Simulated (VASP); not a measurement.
TiO2: relaxation of cell and atoms with PBE

Crystal: TiO2.

```
CELL_PARAMETERS angstrom
4.68588 0.00000 0.00000
0.00000 4.68588 0.00000
0.00000 0.00000 3.01818
ATOMIC_POSITIONS crystal
Ti 0.00000 0.00000 0.00000
Ti 0.50000 0.50000 0.50000
O 0.30500 0.30500 0.00000
O 0.69500 0.69500 0.00000
O 0.80500 0.19500 0.50000
O 0.19500 0.80500 0.50000
```

```
Program                : VASP 6.6.1
Task                   : relaxation of cell and atoms
Functional             : PBE
Potentials or basis    : VASP PAW PBE potentials, release 64 (Ti_sv, O)
Cutoff                 : 600 eV
k mesh                 : 3 × 3 × 4
Occupations            : gaussian, width 0.01 eV
Spin                   : no spin polarisation
Dipole correction      : no
Further INCAR settings : ALGO = Normal; EDIFF = 1e-07; IBRION = 2; EDIFFG = -0.01; NSW = 40; ISIF = 3
```

The relaxed volume is 10.66 Å³/atom, the relaxed cell is a = 4.641 Å, b = 4.641 Å, c = 2.970 Å, α = 90.00°, β = 90.00°, γ = 90.00° and the space group after relaxing (to 0.05 Å) is P4_2/mnm (No. 136). The energy gained by relaxing is 9.8 meV/atom, the ionic steps are 6 and the pressure after relaxing is 0.1 GPa. The largest force after relaxing is 0.003 eV/Å and the band gap on the k mesh is 1.82 eV, direct.

Forces in eV/Å, atoms in the order of the input:
```
Ti   0.000  0.000  0.000
Ti   0.000  0.000  0.000
O   -0.002 -0.002  0.000
O    0.002  0.002  0.000
O   -0.002  0.002  0.000
O    0.002 -0.002  0.000
```

Stress tensor (GPa, compression positive):
```
0.05 0.00 0.00
0.00 0.05 0.00
0.00 0.00 0.13
```

The path:
```
step  energy change (eV)  largest force (eV/Å)  pressure (GPa)  volume (Å³)
   1              0.0000                0.1523           -7.56        66.27
   2              0.0350                0.4025           10.95        61.39
   3             -0.0586                0.0628           -0.10        64.05
   4             -0.0586                0.0677            0.06        64.00
   5             -0.0590                0.0166            0.07        63.97
   6             -0.0591                0.0032            0.07        63.96
```

Final structure:
```cif
data_structure
_symmetry_space_group_name_H-M 'P 1'
_symmetry_Int_Tables_number 1
_cell_length_a 4.6409
_cell_length_b 4.6409
_cell_length_c 2.9696
_cell_angle_alpha 90.000
_cell_angle_beta 90.000
_cell_angle_gamma 90.000
_cell_volume 63.96
loop_
_atom_site_label
_atom_site_type_symbol
_atom_site_fract_x
_atom_site_fract_y
_atom_site_fract_z
_atom_site_occupancy
Ti1 Ti 0.00000 0.00000 0.00000 1
Ti2 Ti 0.50000 0.50000 0.50000 1
O1 O 0.30495 0.30495 0.00000 1
O2 O 0.69505 0.69505 0.00000 1
O3 O 0.80495 0.19505 0.50000 1
O4 O 0.19505 0.80495 0.50000 1
```

Levels at points of the mesh, in eV from the valence-band top:
| k point | band 22 | band 23 | band 24 | band 25 | band 26 | band 27 |
| --- | --- | --- | --- | --- | --- | --- |
| (0.00, 0.00, 0.00) | -0.44 | -0.44 | 0.00 | 1.82 | 2.10 | 2.36 |
| (0.00, 0.00, 0.50) | -2.24 | -1.40 | -1.40 | 2.86 | 2.86 | 3.10 |

It took 83 s on 1 thread of Intel(R) Xeon(R) Platinum 8375C CPU @ 2.90GHz (Ice Lake), with other jobs on the host, peak memory 0.19 GiB.

Caveat: the k points lie up to 0.53 Å⁻¹ apart in the final cell. A k mesh can miss the band edges.
